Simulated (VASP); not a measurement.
# In2O3 (R-3c) in VASP: single point with PBEsol

Aim: the single point of In2O3 with PBEsol.

Program: VASP 6.6.1. These are calculated values, not measurements. Logs are shortened: lines on timing, memory, paths and dates and some standing lists are left out, and cuts for length are marked.

**1. The cell of the first run**

The structure is trigonal, space group R-3c (No. 167). Conventional cell: a = 5.512 Å, b = 5.512 Å, c = 14.537 Å, α = 90.00°, β = 90.00°, γ = 120.00°. In (site symmetry 3) has 6 O at 2.13 to 2.26 Å within 2.8 Å. O (site symmetry 2) has 4 In at 2.13 to 2.26 Å within 2.8 Å.

**2. Single point, PBEsol**

INCAR reads:

```
  PREC = Accurate
  ENCUT = 520
  EDIFF = 1E-6
  ISMEAR = 0
  SIGMA = 0.02
  LREAL = F
  LASPH = T
  NELM = 80
  ALGO = Normal
  ISIF = 2
  LWAVE = F
  LCHARG = F
  GGA = PS
  NBANDS = 55
```

KPOINTS reads:

```
Automatic mesh
0
Gamma
  6 6 6
```

POSCAR reads:

```
In2O3
1.0
    2.7562186985      1.5913036075      4.8456980282
   -2.7562186985      1.5913036075      4.8456980282
    0.0000000000     -3.1826072150      4.8456980282
In O
4 6
Direct
    0.6425527980      0.6425527980      0.6425527980
    0.8574472020      0.8574472020      0.8574472020
    0.3574472020      0.3574472020      0.3574472020
    0.1425527980      0.1425527980      0.1425527980
    0.0458555564      0.7500000000      0.4541444436
    0.7500000000      0.4541444436      0.0458555564
    0.4541444436      0.0458555564      0.7500000000
    0.9541444436      0.2500000000      0.5458555564
    0.5458555564      0.9541444436      0.2500000000
    0.2500000000      0.5458555564      0.9541444436
```

Potentials or basis: VASP PAW PBE potentials, release 64 (In_d, O).

Started as:

```bash
$ cat potpaw_PBE.64/In_d/POTCAR potpaw_PBE.64/O/POTCAR > POTCAR
$ mpirun -np 1 vasp_std > vasp.out
```

OUTCAR:

```text
PREC = Accurate
   ENCUT = 520
   EDIFF = 1E-6
   ISMEAR = 0
   LREAL = F
   LASPH = T
   NELM = 80
   ISIF = 2
   GGA = PS

 ion  position               nearest neighbor table
   1  0.643  0.643  0.643-  10 2.13   9 2.13   8 2.13   6 2.26   5 2.26   7 2.26   2 3.12   3 3.26
                             3 3.26   3 3.26   2 3.62   2 3.62   2 3.62   4 4.00   4 4.00   4 4.00
   2  0.857  0.857  0.857-   8 2.13   9 2.13  10 2.13   6 2.26   5 2.26   7 2.26   1 3.12   4 3.26
                             4 3.26   4 3.26   1 3.62   1 3.62   1 3.62   3 4.00   3 4.00   3 4.00
   3  0.357  0.357  0.357-   6 2.13   7 2.13   5 2.13   8 2.26  10 2.26   9 2.26   4 3.12   1 3.26
                             1 3.26   1 3.26   4 3.62   4 3.62   4 3.62   2 4.00   2 4.00   2 4.00
   4  0.143  0.143  0.143-   5 2.13   7 2.13   6 2.13   8 2.26  10 2.26   9 2.26   3 3.12   2 3.26
                             2 3.26   2 3.26   3 3.62   3 3.62   3 3.62   1 4.00   1 4.00   1 4.00
   5  0.046  0.750  0.454-   4 2.13   3 2.13   1 2.26   2 2.26
   6  0.750  0.454  0.046-   3 2.13   4 2.13   1 2.26   2 2.26
   7  0.454  0.046  0.750-   3 2.13   4 2.13   1 2.26   2 2.26
   8  0.954  0.250  0.546-   2 2.13   1 2.13   3 2.26   4 2.26
   9  0.546  0.954  0.250-   1 2.13   2 2.13   3 2.26   4 2.26
  10  0.250  0.546  0.954-   1 2.13   2 2.13   3 2.26   4 2.26

  LATTYP: Found a trigonal (rhomboedric) cell.
 ALAT       =     5.7973940754
 COS(alpha) =     0.5479445595

  Lattice vectors:

 A1 = (   2.7562186985,   1.5913036075,   4.8456980282)
 A2 = (  -2.7562186985,   1.5913036075,   4.8456980282)
 A3 = (   0.0000000000,  -3.1826072150,   4.8456980282)

Analysis of symmetry for initial positions (statically):
=====================================================================
 Subroutine PRICEL returns:
 Original cell was already a primitive cell.

 Routine SETGRP: Setting up the symmetry group for a
 trigonal (rhombohedral) supercell.

 Subroutine GETGRP returns: Found 12 space group operations
 (whereof  6 operations were pure point group operations)
 out of a pool of 12 trial point group operations.

The static configuration has the point symmetry S_6 .
 The point group associated with its full space group is D_3d.

Analysis of symmetry for dynamics (positions and initial velocities):
=====================================================================
 Subroutine PRICEL returns:
 Original cell was already a primitive cell.

 Routine SETGRP: Setting up the symmetry group for a
 trigonal (rhombohedral) supercell.

 Subroutine GETGRP returns: Found 12 space group operations
 (whereof  6 operations were pure point group operations)
 out of a pool of 12 trial point group operations.

The dynamic configuration has the point symmetry S_6 .
 The point group associated with its full space group is D_3d.

 Subroutine INISYM returns: Found 12 space group operations
 (whereof  6 operations are pure point group operations),
 and found     1 'primitive' translations

----------------------------------------------------------------------------------------

                                     Primitive cell

  volume of cell :     127.5188

  direct lattice vectors                    reciprocal lattice vectors
     2.756218699  1.591303607  4.845698028     0.181407956  0.104735932  0.068789539
    -2.756218699  1.591303607  4.845698028    -0.181407956  0.104735932  0.068789539
     0.000000000 -3.182607215  4.845698028     0.000000000 -0.209471864  0.068789539

  length of vectors
     5.797394075  5.797394075  5.797394075     0.220477805  0.220477805  0.220477805

  position of ions in fractional coordinates (direct lattice)
     0.642552798  0.642552798  0.642552798
     0.857447202  0.857447202  0.857447202
     0.357447202  0.357447202  0.357447202
     0.142552798  0.142552798  0.142552798
     0.045855556  0.750000000  0.454144444
     0.750000000  0.454144444  0.045855556
     0.454144444  0.045855556  0.750000000
     0.954144444  0.250000000  0.545855556
     0.545855556  0.954144444  0.250000000
     0.250000000  0.545855556  0.954144444

  ion indices of the primitive-cell ions
   primitive index   ion index
                 1           1
                 2           2
                 3           3
                 4           4
                 5           5
                 6           6
                 7           7
                 8           8
                 9           9
                10          10

----------------------------------------------------------------------------------------

 KPOINTS: Automatic mesh

Automatic generation of k-mesh.
 Grid dimensions read from file:
 generate k-points for:    6    6    6

 Generating k-lattice:

  Cartesian coordinates                     Fractional coordinates (reciprocal lattice)
     0.030234659  0.017455989  0.011464923     0.166666667 -0.000000000  0.000000000
    -0.030234659  0.017455989  0.011464923    -0.000000000  0.166666667  0.000000000
     0.000000000 -0.034911977  0.011464923     0.000000000  0.000000000  0.166666667

  Length of vectors
     0.036746301  0.036746301  0.036746301

  Shift w.r.t. Gamma in fractional coordinates (k-lattice)
     0.000000000  0.000000000  0.000000000

 Subroutine IBZKPT returns following result:
 ===========================================

 Found     32 irreducible k-points:

 Following reciprocal coordinates:
            Coordinates               Weight
  0.000000  0.000000  0.000000      1.000000
  0.166667  0.000000 -0.000000      6.000000
  0.333333 -0.000000  0.000000      6.000000
  0.500000 -0.000000 -0.000000      3.000000
  0.166667  0.166667 -0.000000      6.000000
  0.333333  0.166667  0.000000     12.000000
[... 16 lines left out ...]
  0.500000  0.500000  0.166667      6.000000
 -0.333333  0.500000  0.166667     12.000000
 [... further k-points ...]
   k-points           NKPTS =     32   k-points in BZ     NKDIM =     32   number of bands    NBANDS=     55
   number of dos      NEDOS =    301   number of ions     NIONS =     10
   total plane-waves  NPLWV = 110592
   dimension x,y,z NGX =    48 NGY =   48 NGZ =   48
   dimension x,y,z NGXF=    96 NGYF=   96 NGZF=   96
   ions per type =               4   6
   NGX,Y,Z   is equivalent  to a cutoff of  13.76, 13.76, 13.76 a.u.
   NGXF,Y,Z  is equivalent  to a cutoff of  27.53, 27.53, 27.53 a.u.
 SYSTEM =  unknown system
   PREC   = accura    normal or accurate (medium, high low for compatibility)
   ISTART =      0    job   : 0-new  1-cont  2-samecut
   ICHARG =      2    charge: 1-file 2-atom 10-const
   ISPIN  =      1    spin polarized calculation?
   LNONCOLLINEAR =      F non collinear calculations
   LSORBIT =      F    spin-orbit coupling
   LASPH  =      T    aspherical Exc in radial PAW
   ENCUT  =  520.0 eV  38.22 Ry    6.18 a.u.  10.78 10.78 10.78*2*pi/ulx,y,z
   NELM   =     80;   NELMIN=  2; NELMDL= -5     # of ELM steps
   EDIFF  = 0.1E-05   stopping-criterion for ELM
   LREAL  =      F    real-space projection
   EDIFFG = 0.1E-04   stopping-criterion for IOM
   NSW    =      0    number of steps for IOM
   IBRION =     -1    ionic relax: 0-MD 1-quasi-New 2-CG
   NFREE  =      0    steps in history (QN), initial steepest desc. (CG)
   ISIF   =      2    stress and relaxation
   ISYM   =      2    0-nonsym 1-usesym 2-fastsym
   POTIM  = 0.5000    time-step for ionic-motion
   TEBEG  =    0.0;   TEEND  =   0.0 temperature during run
   PSTRESS=    0.0 pullay stress
   NELECT =      88.0000    total number of electrons
   NUPDOWN=      -1.0000    fix difference up-down
   EMIN   =  10.00;   EMAX   =-10.00  energy-range for DOS
   EFERMI =   0.00;   METHOD = LEGACY
   ISMEAR =     0;   SIGMA  =   0.02  broadening in eV -4-tet -1-fermi 0-gaus
   EFERMI_NEDOS =   21; number of points for ismear=-14 and -15
   IALGO  =     38    algorithm
   IMIX   =      4    mixing-type and parameters
     AMIX     =   0.40;   BMIX     =  1.00
     AMIX_MAG =   1.60;   BMIX_MAG =  1.00
  volume/ion in A,a.u.               =      12.75        86.05
  Fermi-wavevector in a.u.,A,eV,Ry     =   1.446697  2.733861 28.476076  2.092933
  Thomas-Fermi vector in A             =   2.564736
   LORBIT       =      0    0 simple, 1 ext, 2 COOP (PROOUT), +10 PAW based schemes
   GGA     = PS    functional components
   LHFCALC =     F    Hartree Fock is set to
   AEXX    =    0.0000 exact exchange contribution
   IVDW    =     0    specifies the selected vdW correction
   LEPSILON=     F    determine dielectric tensor
   LRPA    =     F    only Hartree local field effects (RPA)
 non-spin polarized calculation
 Gauss-broadening in eV      SIGMA  =   0.02
  energy-cutoff  :      520.00
  volume of cell :      127.52
 maximum number of plane-waves:      3452
 NGX is ok and might be reduce to    48
   NGX = 21   NGY = 21   NGZ = 21

 number of electron      88.0000015 magnetization

 Free energy of the ion-electron system (eV)
  ---------------------------------------------------
  ext. energy  EPLUGINS =         0.00000000
  ---------------------------------------------------
  free energy    TOTEN  =       -59.38985316 eV

  energy without entropy =      -59.38985316  energy(sigma->0) =      -59.38985316

 E-fermi :   5.4893     XC(G=0): -11.4511

 val. band max:        5.3498567487   @ k =   0.3333  -0.0000   0.0000
 cond. band min:       6.4583211268   @ k =   0.0000   0.0000   0.0000
 fundamental gap:      1.1084643781
 Fermi energy:         5.4893155614

 k-point     1 :       0.0000    0.0000    0.0000
  band No.  band energies     occupation
      1     -12.1895      2.00000
      2     -11.2797      2.00000
      3     -11.2797      2.00000
      4     -11.0693      2.00000
      5     -11.0693      2.00000
      6     -10.9831      2.00000
[... 47 lines left out ...]
     54      15.0375      0.00000
     55      15.6492      0.00000

 k-point     2 :       0.1667    0.0000   -0.0000
  band No.  band energies     occupation
      1     -12.1120      2.00000
      2     -11.2710      2.00000
      3     -11.2648      2.00000
      4     -11.1402      2.00000
      5     -11.0857      2.00000
      6     -11.0081      2.00000
[... 1268 lines left out ...]
 k-point    24 :      -0.3333    0.5000    0.1667
  band No.  band energies     occupation
      1     -11.6688      2.00000
      2     -11.5203      2.00000
      3     -11.2980      2.00000
      4     -11.2279      2.00000
      5     -11.1176      2.00000
      6     -11.0201      2.00000
[... 47 lines left out ...]
     54      15.7431      0.00000
     55      16.4260      0.00000

 [... further k-points ...]
[... 5 lines left out ...]
  --------------------------------------------------------------------------------------
  -------------------------------------------------------------------------------------
  Total        0.4424290      0.4424290      0.3174871      0.0000000     -0.0000000      0.0000000
  in kB        5.5587843      5.5587843      3.9889848      0.0000000     -0.0000000      0.0000000
  external PRESSURE =       5.0355178 kB  Pullay stress =       0.0000000 kB

 VOLUME and BASIS-vectors are now :
 -----------------------------------------------------------------------------
  energy-cutoff  :      520.00
  volume of cell :      127.52
      direct lattice vectors                 reciprocal lattice vectors
     2.756218699  1.591303607  4.845698028     0.181407956  0.104735932  0.068789539
    -2.756218699  1.591303607  4.845698028    -0.181407956  0.104735932  0.068789539
     0.000000000 -3.182607215  4.845698028     0.000000000 -0.209471864  0.068789539

 POSITION                                       TOTAL-FORCE (eV/Angst)
 -----------------------------------------------------------------------------------
      0.00000      0.00000      9.34085        -0.000000     -0.000000      0.002073
      0.00000      0.00000     12.46479        -0.000000     -0.000000     -0.002073
      0.00000      0.00000      5.19624        -0.000000     -0.000000     -0.002073
      0.00000      0.00000      2.07230        -0.000000     -0.000000      0.002073
     -1.94078     -0.17892      6.05712        -0.002443     -0.004231     -0.000000
      0.81544      1.77022      6.05712        -0.002443      0.004231     -0.000000
      1.12533     -1.59130      6.05712         0.004886     -0.000000     -0.000000
      1.94078      0.17892      8.47997         0.002443      0.004231     -0.000000
     -1.12533      1.59130      8.47997        -0.004886     -0.000000     -0.000000
     -0.81544     -1.77022      8.47997         0.002443     -0.004231     -0.000000
 -----------------------------------------------------------------------------------
    total drift:                                0.000000     -0.000000     -0.000000

  FREE ENERGIE OF THE ION-ELECTRON SYSTEM (eV)
  ---------------------------------------------------
  free  energy   TOTEN  =       -59.3898531595 eV

  energy  without entropy=      -59.3898531595  energy(sigma->0) =      -59.38985316
```

Run time: 4.1 min. Hardware: 1 thread of Intel Xeon 6975P-C, shared host; peak memory 0.4 GiB.

Results:

* Free energy: -59.3899 eV
* Pressure: 0.5 GPa
* Largest force: 0.005 eV/Å
* Band gap on the k mesh: 1.11 eV, indirect (least direct gap 1.16 eV)

Forces on the atoms (eV/Å):
```
In   0.000  0.000  0.002
In   0.000  0.000 -0.002
In   0.000  0.000 -0.002
In   0.000  0.000  0.002
O   -0.002 -0.004  0.000
O   -0.002  0.004  0.000
O    0.005  0.000  0.000
O    0.002  0.004  0.000
O   -0.005  0.000  0.000
O    0.002 -0.004  0.000
```

Levels at points of the mesh, in eV from the valence-band top:
```csv
k point,band 42,band 43,band 44,band 45,band 46,band 47
"(0.00, 0.00, 0.00)",-0.26,-0.05,-0.05,1.11,5.35,6.10
"(0.50, 0.00, 0.00)",-0.74,-0.06,-0.06,4.82,4.82,5.73
"(0.50, 0.50, 0.00)",-0.34,-0.09,-0.04,5.04,5.37,6.32
"(0.50, 0.50, 0.50)",-0.20,-0.20,-0.20,4.26,4.26,7.02
```

Caveat: the PAW data sets were made with another functional, which shifts forces and pressure a little; spin-orbit coupling is left out, which moves the levels of the heavy elements.
